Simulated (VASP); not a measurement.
# C in VASP: notebook, part 2 of 2

VASP 6.6.1. Earlier steps stand in the parts before.

## Step 3: Relaxation of the atoms, PBE

Input file INCAR:

```
SYSTEM = C
PREC = Accurate ; ENCUT = 520
EDIFF = 1E-6 ; ISMEAR = 0
SIGMA = 0.1 ; LREAL = .False.
LASPH = .True. ; NELM = 60
ALGO = Normal ; ISIF = 2
LWAVE = .False. ; LCHARG = .False.
LDIPOL = .True. ; IDIPOL = 3
DIPOL = 0.5 0.5 0.500 ; GGA = PE
IBRION = 2 ; NSW = 80
EDIFFG = -0.02 ; LUSENCCL = .False.
```

Input file KPOINTS:

```
regular mesh
0
Gamma
  15 15 1
  0 0 0
```

Input file POSCAR:

```
C
1.0
    2.4665086558      0.0000000000      0.0000000000
   -1.2332543279      2.1360591546      0.0000000000
    0.0000000000      0.0000000000     43.4309527945
C
8
Direct
    0.0000000000      0.0000000000      0.1726916679
    0.3333333333      0.6666666667      0.1726878992
    0.0000000000      0.0000000000      0.2739689061
    0.6666666667      0.3333333333      0.2739726748
    0.0000000000      0.0000000000      0.7260310939
    0.3333333333      0.6666666667      0.7260273252
    0.0000000000      0.0000000000      0.8273083321
    0.6666666667      0.3333333333      0.8273121008
```

Potentials or basis: VASP PAW PBE potentials, release 64 (C).

The run is started by

```sh
$ cat potpaw_PBE.64/C/POTCAR > POTCAR
$ mpirun -np 1 vasp_std > vasp.out
```

OUTCAR:

```text
SYSTEM = C
   PREC = Accurate
   ENCUT = 520
   EDIFF = 1E-6
   ISMEAR = 0
   LREAL = .False.
   LASPH = .True.
   NELM = 60
   ISIF = 2
   GGA = PE
   IBRION = 2
   NSW = 80
   EDIFFG = -0.02

 ion  position               nearest neighbor table
   1  0.000  0.000  0.173-   2 1.42   2 1.42   2 1.42
   2  0.333  0.667  0.173-   1 1.42   1 1.42   1 1.42
   3  0.000  0.000  0.274-   4 1.42   4 1.42   4 1.42
   4  0.667  0.333  0.274-   3 1.42   3 1.42   3 1.42
   5  0.000  0.000  0.726-   6 1.42   6 1.42   6 1.42
   6  0.333  0.667  0.726-   5 1.42   5 1.42   5 1.42
   7  0.000  0.000  0.827-   8 1.42   8 1.42   8 1.42
   8  0.667  0.333  0.827-   7 1.42   7 1.42   7 1.42

  LATTYP: Found a hexagonal cell.
 ALAT       =     2.4665086558
 C/A-ratio  =    17.6082709835

  Lattice vectors:

 A1 = (   2.4665086558,   0.0000000000,   0.0000000000)
 A2 = (  -1.2332543279,   2.1360591546,   0.0000000000)
 A3 = (   0.0000000000,   0.0000000000,  43.4309527945)

Analysis of symmetry for initial positions (statically):
=====================================================================
 Subroutine PRICEL returns:
 Original cell was already a primitive cell.

 Routine SETGRP: Setting up the symmetry group for a
 hexagonal supercell.

 Subroutine GETGRP returns: Found 12 space group operations
 (whereof 12 operations were pure point group operations)
 out of a pool of 24 trial point group operations.

The static configuration has the point symmetry D_3d.

Analysis of symmetry for dynamics (positions and initial velocities):
=====================================================================
 Subroutine PRICEL returns:
 Original cell was already a primitive cell.

 Routine SETGRP: Setting up the symmetry group for a
 hexagonal supercell.

 Subroutine GETGRP returns: Found 12 space group operations
 (whereof 12 operations were pure point group operations)
[... 145 lines left out ...]
 conjugate gradient relaxation of ions
 non-spin polarized calculation
 Gauss-broadening in eV      SIGMA  =   0.10
  energy-cutoff  :      520.00
  volume of cell :      228.82
 maximum number of plane-waves:      6242
   NGX =  9   NGY =  9   NGZ =161

 dipolmoment           0.000000      0.000000     -0.000000 electrons x Angstroem

 number of electron      31.9999990 magnetization

 dipolmoment           0.000000      0.000000      0.000000 electrons x Angstroem

 Free energy of the ion-electron system (eV)
  ---------------------------------------------------
  ext. energy  EPLUGINS =         0.00000000
  ---------------------------------------------------
  free energy    TOTEN  =       -73.80123560 eV

  energy without entropy =      -73.79769188  energy(sigma->0) =      -73.79946374

 E-fermi :  -1.4820     XC(G=0):  -3.7221

 val. band max:       -1.4820563384   @ k =   0.3333   0.3333   0.0000
 cond. band min:      -1.4303067923   @ k =   0.3333   0.3333   0.0000
 fundamental gap:      0.0517495460
 Fermi energy:        -1.4819737186

 k-point     1 :       0.0000    0.0000    0.0000
  band No.  band energies     occupation
      1     -21.0051      2.00000
      2     -21.0051      2.00000
      3     -20.9921      2.00000
      4     -20.9920      2.00000
      5      -9.1917      2.00000
      6      -9.1917      2.00000
[... 565 lines left out ...]
     20      -0.1678      0.00000
     21       9.2824      0.00000

 [... further k-points ...]

------------------------ aborting loop because EDIFF is reached ----------------------------------------

 vacuum level on the upper side and lower side of the slab       (xc-potential included)        -0.009        -0.009

  FORCE on cell =-STRESS in cart. coord.  units (eV):
  Direction    XX          YY          ZZ          XY          YZ          ZX
  --------------------------------------------------------------------------------------
  -------------------------------------------------------------------------------------
  Total        0.3206672      0.3206672     -0.0483750      0.0000000      0.0000000      0.0000000
  in kB        2.2452765      2.2452765     -0.3387164      0.0000000      0.0000000      0.0000000
  external PRESSURE =       1.3839456 kB  Pullay stress =       0.0000000 kB

 VOLUME and BASIS-vectors are now :
 -----------------------------------------------------------------------------
  energy-cutoff  :      520.00
  volume of cell :      228.82
      direct lattice vectors                 reciprocal lattice vectors
     2.466508656  0.000000000  0.000000000     0.405431377  0.234075914 -0.000000000
    -1.233254328  2.136059155  0.000000000     0.000000000  0.468151829  0.000000000
     0.000000000  0.000000000 43.430952795     0.000000000 -0.000000000  0.023025053

 POSITION                                       TOTAL-FORCE (eV/Angst)
 -----------------------------------------------------------------------------------
      0.00000      0.00000      7.50016         0.000000      0.000000     -0.001667
     -0.00000      1.42404      7.50000        -0.000000      0.000000      0.002323
      0.00000      0.00000     11.89873         0.000000      0.000000      0.001611
      1.23325      0.71202     11.89889        -0.000000      0.000000     -0.002374
      0.00000      0.00000     31.53222        -0.000000     -0.000000     -0.001611
     -0.00000      1.42404     31.53206         0.000000     -0.000000      0.002374
      0.00000      0.00000     35.93079        -0.000000      0.000000      0.001667
      1.23325      0.71202     35.93095         0.000000     -0.000000     -0.002323
 -----------------------------------------------------------------------------------
    total drift:                                0.000000     -0.000000      0.000000

  FREE ENERGIE OF THE ION-ELECTRON SYSTEM (eV)
  ---------------------------------------------------
  free  energy   TOTEN  =       -73.8012355981 eV

  energy  without entropy=      -73.7976918782  energy(sigma->0) =      -73.79946374

 reached required accuracy - stopping structural energy minimisation

 vacuum level on the upper side and lower side of the slab         2.755         2.755
```

OSZICAR:

```text
N       E                     dE             d eps       ncg     rms          rms(c)
DAV:   1     0.248247818609E+03    0.24825E+03   -0.13483E+04  1230   0.120E+03
DAV:   2    -0.458328130880E+02   -0.29408E+03   -0.27350E+03  1724   0.265E+02
DAV:   3    -0.779923082365E+02   -0.32159E+02   -0.31828E+02  1362   0.990E+01
[... 15 lines left out ...]
DAV:  19    -0.738012248422E+02   -0.11687E-04   -0.32825E-07   887   0.260E-03    0.311E-04
DAV:  20    -0.738012302709E+02   -0.54287E-05   -0.14745E-07   882   0.142E-03    0.250E-04
DAV:  21    -0.738012336400E+02   -0.33691E-05   -0.48365E-08   867   0.870E-04    0.147E-04
DAV:  22    -0.738012350638E+02   -0.14238E-05   -0.15068E-08   912   0.471E-04    0.597E-05
DAV:  23    -0.738012355981E+02   -0.53429E-06   -0.84597E-09   857   0.349E-04
   1 F= -.73801236E+02 E0= -.73799464E+02  d E =-.738012E+02
```

Wall time 1.7 min (1 × NVIDIA H100 80GB with 1 thread of Intel Xeon Platinum 8481C at 2.70GHz (Sapphire Rapids), shared host); peak memory 1.3 GiB.

Results:

| Item | Value |
| --- | --- |
| Free energy | -73.8012 eV |
| Band gap on the k mesh | zero (filled and empty bands touch) |

Forces on the atoms (eV/Å):
```
C    0.000  0.000 -0.002
C    0.000  0.000  0.002
C    0.000  0.000  0.002
C    0.000  0.000 -0.002
C    0.000  0.000 -0.002
C    0.000  0.000  0.002
C    0.000  0.000  0.002
C    0.000  0.000 -0.002
```

Final structure:
```
C
1.0
     2.46651    0.00000    0.00000
    -1.23325    2.13606    0.00000
     0.00000    0.00000   43.43095
C
8
Cartesian
  0.0000 0.0000 7.5002
  0.0000 1.4240 7.5000
  0.0000 0.0000 11.8987
  1.2333 0.7120 11.8989
  0.0000 0.0000 31.5322
  0.0000 1.4240 31.5321
  0.0000 0.0000 35.9308
  1.2333 0.7120 35.9310
```

Caveat: the relaxation stopped at its first step, so nothing moved.
